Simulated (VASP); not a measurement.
A run of VASP 6.6.1 is set up as follows.

File INCAR:

```
ALGO = Normal
EDIFF = 1E-7
EDIFFG = -0.005
ENCUT = 600
GGA = PS
IBRION = 2
ISIF = 3
ISMEAR = 0
KPAR = 2
LASPH = T
LCHARG = F
LREAL = F
LWAVE = F
NELM = 80
NSW = 90
PREC = Accurate
SIGMA = 0.03
```

KPOINTS

```
k-points
0
Gamma
  8 8 4
```

POSCAR

```
LaBiS2O                                 
1.0
    4.0028748579     -0.0000000000      0.0000000000
    0.0000000000      4.0028748579      0.0000000000
    0.0000000000      0.0000000000     13.9023694247
  La              Bi              S               O             
     2     2     4     2
Direct
     0.5000000000000000    0.0000000000000000    0.5895179207393607
     0.0000000000000000    0.5000000000000000    0.4104820792606391
     0.0000000000000000    0.5000000000000000    0.8701491796848815
     0.5000000000000000    0.0000000000000000    0.1298508203151186
     0.5000000000000000    0.0000000000000000    0.8930636254303878
     0.0000000000000000    0.5000000000000000    0.1069363745696123
     0.0000000000000000    0.5000000000000000    0.6904460649148588
     0.5000000000000000    0.0000000000000000    0.3095539350851414
     0.0000000000000000    0.0000000000000000    0.5000000000000000
     0.5000000000000000    0.5000000000000000    0.5000000000000000
```

Potentials or basis: VASP PAW PBE potentials, release 64 (La, Bi_d, S, O).

Command:

```console
$ cat potpaw_PBE.64/La/POTCAR potpaw_PBE.64/Bi_d/POTCAR potpaw_PBE.64/S/POTCAR potpaw_PBE.64/O/POTCAR > POTCAR
$ mpirun -np 2 vasp_std > vasp.out
```

Question: Predict the space group after relaxing (to 0.1 Å).

Answer: P4/nmm (No. 129).

Question: What does it give for the relaxed cell?

Answer: a = 4.002 Å, b = 4.002 Å, c = 13.909 Å, α = 90.00°, β = 90.00°, γ = 90.00°.

Question: Estimate the relaxed volume.

Answer: 22.28 Å³/atom.

Forces on the atoms (eV/Å):
```
La   0.000  0.000  0.003
La   0.000  0.000 -0.003
Bi   0.000  0.000  0.000
Bi   0.000  0.000  0.000
S    0.000  0.000  0.002
S    0.000  0.000 -0.002
S    0.000  0.000  0.003
S    0.000  0.000 -0.003
O    0.000  0.000  0.000
O    0.000  0.000  0.000
```

Caveat: the PAW data sets were made with another functional, which shifts forces and pressure a little.
